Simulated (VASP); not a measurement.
# SiO2 (P4_2/mnm) in VASP: further runs

The runs below take SiO2 through single point, with PBE.

Everything below comes from runs of VASP 6.6.1. Logs are shortened: lines on timing, memory, paths and dates and some standing lists are left out, and cuts for length are marked.

## 1. The cell of the first run

The structure is tetragonal, space group P4_2/mnm (No. 136). The conventional cell has a = 4.143 Å, b = 4.143 Å, c = 2.642 Å, α = 90.00°, β = 90.00°, γ = 90.00°. Si (site symmetry mmm) has 6 O at 1.75 to 1.79 Å within 2.3 Å. O (site symmetry m2m) has 3 Si at 1.75 to 1.79 Å and 1 O at 2.28 Å within 2.3 Å.

## 2. Single point, PBE (strain -1.0%)

The input, INCAR:

```
SYSTEM = SiO2
  ALGO = Normal
  EDIFF = 1E-7
  ENCUT = 520
  GGA = PE
  ISIF = 2
  ISMEAR = -1
  LASPH = .TRUE.
  LCHARG = .FALSE.
  LREAL = .FALSE.
  LWAVE = .FALSE.
  NBANDS = 25
  NELM = 80
  PREC = Accurate
  SIGMA = 0.02
```

The input, KPOINTS:

```
k-points
0
G
  6 6 10
  0 0 0
```

The input, POSCAR:

```
SiO2
1.0
    4.1433369106      0.0000000000      0.0000000000
    0.0000000000      4.1433369106      0.0000000000
    0.0000000000      0.0000000000      2.6421514920
Si O
2 4
Direct
    0.0000000000      0.0000000000      0.0000000000
    0.5000000000      0.5000000000      0.5000000000
    0.3050916275      0.3050916275      0.0000000000
    0.1949083725      0.8050916275      0.5000000000
    0.8050916275      0.1949083725      0.5000000000
    0.6949083725      0.6949083725      0.0000000000
```

Potentials or basis: VASP PAW PBE potentials, release 64 (Si, O).

Started as:

```console
$ cat potpaw_PBE.64/Si/POTCAR potpaw_PBE.64/O/POTCAR > POTCAR
$ mpirun -np 1 vasp_std > vasp.out
```

OUTCAR:

```text
SYSTEM = SiO2
   EDIFF = 1E-7
   ENCUT = 520
   GGA = PE
   ISIF = 2
   ISMEAR = -1
   LASPH = .TRUE.
   LREAL = .FALSE.
   NELM = 80
   PREC = Accurate

 ion  position               nearest neighbor table
   1  0.000  0.000  0.000-   4 1.75   5 1.75   4 1.75   5 1.75   3 1.79   6 1.79
   2  0.500  0.500  0.500-   3 1.75   6 1.75   3 1.75   6 1.75   5 1.79   4 1.79
   3  0.305  0.305  0.000-   2 1.75   2 1.75   1 1.79
   4  0.195  0.805  0.500-   1 1.75   1 1.75   2 1.79
   5  0.805  0.195  0.500-   1 1.75   1 1.75   2 1.79
   6  0.695  0.695  0.000-   2 1.75   2 1.75   1 1.79

  LATTYP: Found a simple tetragonal cell.
 ALAT       =     4.1433369106
 C/A-ratio  =     0.6376868570

  Lattice vectors:

 A1 = (   4.1433369106,   0.0000000000,   0.0000000000)
 A2 = (   0.0000000000,   4.1433369106,   0.0000000000)
 A3 = (   0.0000000000,   0.0000000000,   2.6421514920)

Analysis of symmetry for initial positions (statically):
=====================================================================
 Subroutine PRICEL returns:
 Original cell was already a primitive cell.

 Routine SETGRP: Setting up the symmetry group for a
 simple tetragonal supercell.

 Subroutine GETGRP returns: Found 16 space group operations
 (whereof  8 operations were pure point group operations)
 out of a pool of 16 trial point group operations.

The static configuration has the point symmetry D_2h.
 The point group associated with its full space group is D_4h.

Analysis of symmetry for dynamics (positions and initial velocities):
=====================================================================
 Subroutine PRICEL returns:
 Original cell was already a primitive cell.

 Routine SETGRP: Setting up the symmetry group for a
 simple tetragonal supercell.

 Subroutine GETGRP returns: Found 16 space group operations
 (whereof  8 operations were pure point group operations)
 out of a pool of 16 trial point group operations.

The dynamic configuration has the point symmetry D_2h.
 The point group associated with its full space group is D_4h.

 Subroutine INISYM returns: Found 16 space group operations
 (whereof  8 operations are pure point group operations),
 and found     1 'primitive' translations

----------------------------------------------------------------------------------------

                                     Primitive cell

  volume of cell :      45.3585

  direct lattice vectors                    reciprocal lattice vectors
     4.143336911  0.000000000  0.000000000     0.241351360  0.000000000  0.000000000
     0.000000000  4.143336911  0.000000000     0.000000000  0.241351360  0.000000000
     0.000000000  0.000000000  2.642151492     0.000000000  0.000000000  0.378479434

  length of vectors
     4.143336911  4.143336911  2.642151492     0.241351360  0.241351360  0.378479434

  position of ions in fractional coordinates (direct lattice)
     0.000000000  0.000000000  0.000000000
     0.500000000  0.500000000  0.500000000
     0.305091627  0.305091627  0.000000000
     0.194908373  0.805091627  0.500000000
     0.805091627  0.194908373  0.500000000
     0.694908373  0.694908373  0.000000000

  ion indices of the primitive-cell ions
   primitive index   ion index
                 1           1
                 2           2
                 3           3
                 4           4
                 5           5
                 6           6

----------------------------------------------------------------------------------------

 KPOINTS: k-points

Automatic generation of k-mesh.
 Grid dimensions read from file:
 generate k-points for:    6    6   10

 Generating k-lattice:

  Cartesian coordinates                     Fractional coordinates (reciprocal lattice)
     0.040225227  0.000000000  0.000000000     0.166666667  0.000000000  0.000000000
     0.000000000  0.040225227  0.000000000     0.000000000  0.166666667  0.000000000
     0.000000000  0.000000000  0.037847943     0.000000000  0.000000000  0.100000000

  Length of vectors
     0.040225227  0.040225227  0.037847943

  Shift w.r.t. Gamma in fractional coordinates (k-lattice)
     0.000000000  0.000000000  0.000000000

 Subroutine IBZKPT returns following result:
 ===========================================

 Found     60 irreducible k-points:

 Following reciprocal coordinates:
            Coordinates               Weight
  0.000000  0.000000  0.000000      1.000000
  0.166667  0.000000  0.000000      4.000000
  0.333333  0.000000  0.000000      4.000000
  0.500000  0.000000  0.000000      2.000000
  0.166667  0.166667  0.000000      4.000000
  0.333333  0.166667  0.000000      8.000000
[... 16 lines left out ...]
  0.333333  0.000000  0.200000      8.000000
  0.500000  0.000000  0.200000      4.000000
 [... further k-points ...]
   k-points           NKPTS =     60   k-points in BZ     NKDIM =     60   number of bands    NBANDS=     25
   number of dos      NEDOS =    301   number of ions     NIONS =      6
   total plane-waves  NPLWV =  20480
   dimension x,y,z NGX =    32 NGY =   32 NGZ =   20
   dimension x,y,z NGXF=    64 NGYF=   64 NGZF=   40
   ions per type =               2   4
   NGX,Y,Z   is equivalent  to a cutoff of  12.84, 12.84, 12.58 a.u.
   NGXF,Y,Z  is equivalent  to a cutoff of  25.68, 25.68, 25.17 a.u.
 SYSTEM =  SiO2
   PREC   = accura    normal or accurate (medium, high low for compatibility)
   ISTART =      0    job   : 0-new  1-cont  2-samecut
   ICHARG =      2    charge: 1-file 2-atom 10-const
   ISPIN  =      1    spin polarized calculation?
   LNONCOLLINEAR =      F non collinear calculations
   LSORBIT =      F    spin-orbit coupling
   LASPH  =      T    aspherical Exc in radial PAW
   ENCUT  =  520.0 eV  38.22 Ry    6.18 a.u.   7.70  7.70  4.91*2*pi/ulx,y,z
   NELM   =     80;   NELMIN=  2; NELMDL= -5     # of ELM steps
   EDIFF  = 0.1E-06   stopping-criterion for ELM
   LREAL  =      F    real-space projection
   EDIFFG = 0.1E-05   stopping-criterion for IOM
   NSW    =      0    number of steps for IOM
   IBRION =     -1    ionic relax: 0-MD 1-quasi-New 2-CG
   NFREE  =      0    steps in history (QN), initial steepest desc. (CG)
   ISIF   =      2    stress and relaxation
   ISYM   =      2    0-nonsym 1-usesym 2-fastsym
   POTIM  = 0.5000    time-step for ionic-motion
   TEBEG  =    0.0;   TEEND  =   0.0 temperature during run
   PSTRESS=    0.0 pullay stress
   NELECT =      32.0000    total number of electrons
   NUPDOWN=      -1.0000    fix difference up-down
   EMIN   =  10.00;   EMAX   =-10.00  energy-range for DOS
   EFERMI =   0.00;   METHOD = LEGACY
   ISMEAR =    -1;   SIGMA  =   0.02  broadening in eV -4-tet -1-fermi 0-gaus
   EFERMI_NEDOS =   21; number of points for ismear=-14 and -15
   IALGO  =     38    algorithm
   IMIX   =      4    mixing-type and parameters
     AMIX     =   0.40;   BMIX     =  1.00
     AMIX_MAG =   1.60;   BMIX_MAG =  1.00
  volume/ion in A,a.u.               =       7.56        51.02
  Fermi-wavevector in a.u.,A,eV,Ry     =   1.457378  2.754044 28.898086  2.123949
  Thomas-Fermi vector in A             =   2.574186
   LORBIT       =      0    0 simple, 1 ext, 2 COOP (PROOUT), +10 PAW based schemes
   GGA     = PE    functional components
   LHFCALC =     F    Hartree Fock is set to
   AEXX    =    0.0000 exact exchange contribution
   IVDW    =     0    specifies the selected vdW correction
   LEPSILON=     F    determine dielectric tensor
   LRPA    =     F    only Hartree local field effects (RPA)
 non-spin polarized calculation
  energy-cutoff  :      520.00
  volume of cell :       45.36
 maximum number of plane-waves:      1250
 NGX is ok and might be reduce to    32
   NGX = 15   NGY = 15   NGZ =  9

 number of electron      31.9999975 magnetization

 Free energy of the ion-electron system (eV)
  ---------------------------------------------------
  ext. energy  EPLUGINS =         0.00000000
  ---------------------------------------------------
  free energy    TOTEN  =       -46.14101006 eV

  energy without entropy =      -46.14101006  energy(sigma->0) =      -46.14101006

 E-fermi :   8.9879     XC(G=0): -12.4104

 val. band max:        8.6221608202   @ k =   0.0000   0.0000   0.0000
 cond. band min:      14.6727596191   @ k =   0.0000   0.0000   0.0000
 fundamental gap:      6.0505987989
 Fermi energy:         8.9878970882

 k-point     1 :       0.0000    0.0000    0.0000
  band No.  band energies     occupation
      1     -14.2438      2.00000
      2     -10.4935      2.00000
      3     -10.4935      2.00000
      4     -10.1952      2.00000
      5      -2.4892      2.00000
      6       1.9979      2.00000
[... 17 lines left out ...]
     24      23.3227      0.00000
     25      24.7717      0.00000

 k-point     2 :       0.1667    0.0000    0.0000
  band No.  band energies     occupation
      1     -14.0938      2.00000
      2     -11.1654      2.00000
      3     -10.4155      2.00000
      4      -9.8466      2.00000
      5      -2.2916      2.00000
      6       1.2541      2.00000
[... 17 lines left out ...]
     24      22.6900      0.00000
     25      24.5368      0.00000

 k-point     3 :       0.3333    0.0000    0.0000
  band No.  band energies     occupation
      1     -13.6547      2.00000
      2     -12.0904      2.00000
      3     -10.2059      2.00000
      4      -9.7624      2.00000
      5      -1.7456      2.00000
      6       0.1140      2.00000
[... 17 lines left out ...]
     24      22.8081      0.00000
     25      23.8377      0.00000

 k-point     4 :       0.5000    0.0000    0.0000
  band No.  band energies     occupation
      1     -12.9628      2.00000
      2     -12.9628      2.00000
      3      -9.9417      2.00000
      4      -9.9417      2.00000
      5      -0.9239      2.00000
      6      -0.9239      2.00000
[... 17 lines left out ...]
     24      22.4019      0.00000
     25      23.7464      0.00000

 k-point     5 :       0.1667    0.1667    0.0000
  band No.  band energies     occupation
      1     -13.9474      2.00000
      2     -11.3538      2.00000
      3     -10.5964      2.00000
      4      -9.7507      2.00000
      5      -2.0635      2.00000
      6       1.1770      2.00000
[... 17 lines left out ...]
     24      22.4752      0.00000
     25      24.4801      0.00000

 k-point     6 :       0.3333    0.1667    0.0000
  band No.  band energies     occupation
      1     -13.5211      2.00000
      2     -12.0538      2.00000
      3     -10.4747      2.00000
      4      -9.8481      2.00000
      5      -1.4574      2.00000
      6       0.3630      2.00000
[... 17 lines left out ...]
     24      22.5868      0.00000
     25      23.9669      0.00000
[... 393 lines left out ...]
 k-point    21 :       0.0000    0.0000    0.2000
  band No.  band energies     occupation
      1     -13.7034      2.00000
      2     -10.2255      2.00000
      3     -10.2255      2.00000
      4     -10.1769      2.00000
      5      -2.2986      2.00000
      6       1.9683      2.00000
[... 17 lines left out ...]
     24      23.1572      0.00000
     25      23.4846      0.00000

 k-point    22 :       0.1667    0.0000    0.2000
  band No.  band energies     occupation
      1     -13.5612      2.00000
      2     -10.8788      2.00000
      3     -10.1659      2.00000
      4      -9.8086      2.00000
      5      -2.0356      2.00000
      6       1.4537      2.00000
[... 17 lines left out ...]
     24      22.7570      0.00000
     25      22.9255      0.00000

 k-point    23 :       0.3333    0.0000    0.2000
  band No.  band energies     occupation
      1     -13.1469      2.00000
      2     -11.7019      2.00000
      3     -10.0093      2.00000
      4      -9.7144      2.00000
      5      -1.3655      2.00000
      6       0.4673      2.00000
[... 17 lines left out ...]
     24      21.6788      0.00000
     25      23.0121      0.00000

 k-point    24 :       0.5000    0.0000    0.2000
  band No.  band energies     occupation
      1     -12.5011      2.00000
      2     -12.5011      2.00000
      3      -9.8233      2.00000
      4      -9.8233      2.00000
      5      -0.4977      2.00000
      6      -0.4977      2.00000
[... 17 lines left out ...]
     24      21.4019      0.00000
     25      22.9417      0.00000

 [... further k-points ...]
[... 5 lines left out ...]
  --------------------------------------------------------------------------------------
  -------------------------------------------------------------------------------------
  Total        5.2345448      5.2345448      6.5862559      0.0000000      0.0000000      0.0000000
  in kB      184.8976072    184.8976072    232.6435266      0.0000000      0.0000000      0.0000000
  external PRESSURE =     200.8129137 kB  Pullay stress =       0.0000000 kB

 VOLUME and BASIS-vectors are now :
 -----------------------------------------------------------------------------
  energy-cutoff  :      520.00
  volume of cell :       45.36
      direct lattice vectors                 reciprocal lattice vectors
     4.143336911  0.000000000  0.000000000     0.241351360  0.000000000  0.000000000
     0.000000000  4.143336911  0.000000000     0.000000000  0.241351360  0.000000000
     0.000000000  0.000000000  2.642151492     0.000000000  0.000000000  0.378479434

 POSITION                                       TOTAL-FORCE (eV/Angst)
 -----------------------------------------------------------------------------------
      0.00000      0.00000      0.00000         0.000000     -0.000000      0.000000
      2.07167      2.07167      1.32108         0.000000     -0.000000      0.000000
      1.26410      1.26410      0.00000        -0.072294     -0.072294     -0.000000
      0.80757      3.33577      1.32108         0.072294     -0.072294      0.000000
      3.33577      0.80757      1.32108        -0.072294      0.072294      0.000000
      2.87924      2.87924      0.00000         0.072294      0.072294      0.000000
 -----------------------------------------------------------------------------------
    total drift:                                0.000000     -0.000000      0.000000

  FREE ENERGIE OF THE ION-ELECTRON SYSTEM (eV)
  ---------------------------------------------------
  free  energy   TOTEN  =       -46.1410100590 eV

  energy  without entropy=      -46.1410100590  energy(sigma->0) =      -46.14101006
```

Run time: 34 s. Hardware: 1 thread of Intel Xeon Platinum 8488C (Sapphire Rapids), shared host; peak memory 0.18 GiB.

Results:

```
Free energy            : -46.1410 eV
Pressure               : 20.1 GPa
Largest force          : 0.102 eV/Å
Band gap on the k mesh : 6.05 eV
```

Forces in eV/Å, atoms in the order of the input:
```
Si   0.000  0.000  0.000
Si   0.000  0.000  0.000
O   -0.072 -0.072  0.000
O    0.072 -0.072  0.000
O   -0.072  0.072  0.000
O    0.072  0.072  0.000
```

Caveat: the cell differs from its parent crystal (strain -1.0%); the cell stands under pressure. A k mesh can miss the band edges.

## 3. Single point, PBE (strain +1.0%)

The input, INCAR:

```
ALGO = Normal
EDIFF = 1E-6
ENCUT = 520
GGA = PE
ISIF = 2
ISMEAR = -1
LASPH = True
LCHARG = False
LREAL = False
LWAVE = False
NBANDS = 25
NELM = 80
PREC = Accurate
SIGMA = 0.02
```

The input, KPOINTS:

```
k-points
0
Gamma
  6 6 10
```

The input, POSCAR:

```
SiO2
1.0
    4.2270406866      0.0000000000      0.0000000000
    0.0000000000      4.2270406866      0.0000000000
    0.0000000000      0.0000000000      2.6955282899
Si O
2 4
Direct
    0.0000000000      0.0000000000      0.0000000000
    0.5000000000      0.5000000000      0.5000000000
    0.3071970334      0.3071970334      0.0000000000
    0.1928029666      0.8071970334      0.5000000000
    0.8071970334      0.1928029666      0.5000000000
    0.6928029666      0.6928029666      0.0000000000
```

Potentials or basis: VASP PAW PBE potentials, release 64 (Si, O).

Started as:

```console
$ cat potpaw_PBE.64/Si/POTCAR potpaw_PBE.64/O/POTCAR > POTCAR
$ mpirun -np 1 vasp_std > vasp.out
```

It took 28 s on 1 thread of Intel Xeon Platinum 8488C (Sapphire Rapids), shared host; peak memory 0.18 GiB.

It converged, with:

```yaml
Free_energy: -46.3158 eV
Pressure: 0.8 GPa
Largest_force: 0.102 eV/Å
Band_gap_on_the_k_mesh: 5.06 eV
```

Forces on the atoms (eV/Å):
```
Si   0.000  0.000  0.000
Si   0.000  0.000  0.000
O   -0.072 -0.072  0.000
O    0.072 -0.072  0.000
O   -0.072  0.072  0.000
O    0.072  0.072  0.000
```

Stress tensor (GPa, compression positive):
```
1.16 0.00 0.00
0.00 1.16 0.00
0.00 0.00 0.01
```

Levels at points of the mesh, in eV from the valence-band top:
```
           k point  band 14  band 15  band 16  band 17  band 18  band 19
(0.00, 0.00, 0.00)    -0.84    -0.84     0.00     5.06     6.55     8.26
(0.50, 0.00, 0.00)    -2.64    -1.04    -1.04     7.30     7.30     8.85
(0.50, 0.50, 0.00)    -2.54    -2.16    -2.16     7.00     7.00     9.75
(0.00, 0.00, 0.50)    -2.89    -2.57    -2.57     8.67     8.67    12.24
(0.50, 0.00, 0.50)    -2.20    -1.67    -1.67     8.48     8.48     9.49
(0.50, 0.50, 0.50)    -1.73    -1.47    -1.47     6.86     6.86    10.71
```

Caveat: the cell differs from its parent crystal (strain +1.0%).

[end of part 1 of 2]
